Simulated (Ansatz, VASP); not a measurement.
One calculation of AlN, two programs

Contents of INCAR:

```
PREC = Accurate
ENCUT = 520
EDIFF = 1E-7
ISMEAR = 0
SIGMA = 0.05
LREAL = F
LASPH = T
NELM = 60
ALGO = Normal
ISIF = 2
LWAVE = F
LCHARG = F
GGA = CA
NBANDS = 26
```

KPOINTS

```
regular mesh
0
Gamma
  8 8 3
```

The input POSCAR:

```
AlN
1.0
   -3.0886152975      0.0000000000      0.0000000000
   -1.5443076488     -2.6748193102      0.0000000000
   -0.6434615203     -1.1145080459     11.8871685333
Al N
4 4
Direct
    0.3333333333      0.0198633996      0.7523278410
    0.3333333333      0.1931449318      0.3364521636
    0.6666666667      0.6131190313      0.1285143249
    0.6666666667      0.4398374990      0.5443900023
    0.3333333333      0.3002402026      0.0794235138
    0.3333333333      0.1269586703      0.4952991913
    0.6666666667      0.5469327698      0.2873613526
    0.6666666667      0.3736512375      0.7032370300
```

Input for Ansatz:

```yaml
crystal:
  lattice:
    - [-3.0886152975, 0.0, 0.0]
    - [-1.5443076488, -2.6748193102, 0.0]
    - [-0.6434615203, -1.1145080459, 11.8871685333]
  atoms:
    - { symbol: Al, position: [0.3333333333, 0.0198633996, 0.752327841] }
    - { symbol: Al, position: [0.3333333333, 0.1931449318, 0.3364521636] }
    - { symbol: Al, position: [0.6666666667, 0.6131190313, 0.1285143249] }
    - { symbol: Al, position: [0.6666666667, 0.439837499, 0.5443900023] }
    - { symbol: "N", position: [0.3333333333, 0.3002402026, 0.0794235138] }
    - { symbol: "N", position: [0.3333333333, 0.1269586703, 0.4952991913] }
    - { symbol: "N", position: [0.6666666667, 0.5469327698, 0.2873613526] }
    - { symbol: "N", position: [0.6666666667, 0.3736512375, 0.70323703] }
basis:
  ecutwfc: 520.0
kpoints:
  mp_grid: { grid: [8, 8, 3] }
hamiltonian:
  xc: lda
  pseudopotentials: { kind: paw, azcp: { folder: soft_1 } }
scf:
  occupations: { method: gaussian, width: 0.05 }
output:
  forces: true
  stress: true
  eigenvalues: true
  write_density: true
  write_potential: true
  elf: true
  volumetric_format: npy
```

Alike in both runs: task single point; functional LDA; k mesh 8 × 8 × 3; occupations gaussian, width 0.05 eV; no spin polarisation.

|  | VASP | Ansatz |
| --- | --- | --- |
| version | VASP 6.6.1 | Ansatz 0.2.0 |
| potentials or method | VASP PAW LDA potentials, release 64 (Al, N), cutoff 520 eV | scalar-relativistic, plane waves, PAW |
| valence electrons in the cell | 32 | 32 |

VASP gave:

| Item | Value |
| --- | --- |
| gap on the k mesh at the Fermi level (eV) | none |
| pressure (GPa) | -2.0 |
| traceless stress, the component that is largest in VASP (GPa) | -2.28 |
| rms of the force components (eV/Å) | 0.850 |

Task: Which values does Ansatz return?

Result: gap on the k mesh at the Fermi level (eV): none; pressure (GPa): -2.5; traceless stress, the component that is largest in VASP (GPa): -2.06; rms of the force components (eV/Å): 0.856.

Ansatz warns that its potentials were made for another functional, while VASP's fit it. LDA's correlation is that of Perdew and Zunger in VASP and of Perdew and Wang (1992) in Ansatz. Atom by atom the forces differ by 0.010 eV/Å (rms over components). A gap of «none» marks a metal or a gap that the smearing closes.
